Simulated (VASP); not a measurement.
# H4C: single point with PBEsol

The system is H4C.

```
CELL_PARAMETERS angstrom
-2.40456 2.47892 2.47892
2.40456 -2.47892 2.47892
2.40456 2.47892 -2.47892
ATOMIC_POSITIONS crystal
H 0.00000 0.00000 0.74631
H 0.74631 0.00000 0.00000
H 0.00000 0.74631 0.00000
H 0.25369 0.25369 0.25369
C 0.00000 0.00000 0.00000
```

This cell differs from its parent crystal: strain -0.0300 x Voigt [1, 0, 0, 0, 0, 0].

```yaml
Program: VASP 6.6.1
Task: single point
Functional: PBEsol
Potentials_or_basis: VASP PAW PBE potentials, release 64 (H, C)
Cutoff: 520 eV
k_mesh: 6 × 6 × 6
Occupations: gaussian, width 0.05 eV
Spin: no spin polarisation
```

```yaml
Pressure: 2.6 GPa
Largest_force: 0.727 eV/Å
Band_gap_on_the_k_mesh: 7.63 eV, direct
```

Forces in eV/Å, atoms in the order of the input:
```
H   -0.513 -0.364  0.364
H    0.513 -0.364 -0.364
H   -0.513  0.364 -0.364
H    0.513  0.364  0.364
C    0.000  0.000  0.000
```

Stress tensor (GPa, compression positive):
```
3.20 0.00 0.00
0.00 2.29 0.00
0.00 0.00 2.29
```

Levels at points of the mesh, in eV from the valence-band top:
```
           k point  band 1  band 2  band 3  band 4  band 5  band 6  band 7  band 8
(0.00, 0.00, 0.00)   -8.36   -0.21   -0.21    0.00    7.63   12.24   12.60   12.60
(0.50, 0.00, 0.00)   -8.13   -1.03   -0.26   -0.21    9.61   11.04   11.40   15.45
(0.00, 0.50, 0.00)   -8.13   -0.93   -0.48   -0.11    9.62   11.13   11.17   15.67
(0.50, 0.50, 0.50)   -7.97   -0.80   -0.80   -0.55   10.69   10.86   13.71   13.71
```

It took 7 s on 1 thread of Intel(R) Xeon(R) 6975P-C (Granite Rapids), with other jobs on the host, peak memory 0.17 GiB.

Caveat: the cell differs from its parent crystal (strain -0.0300 x Voigt [1, 0, 0, 0, 0, 0]); the PAW data sets were made with another functional, which shifts forces and pressure a little. A k mesh can miss the band edges.
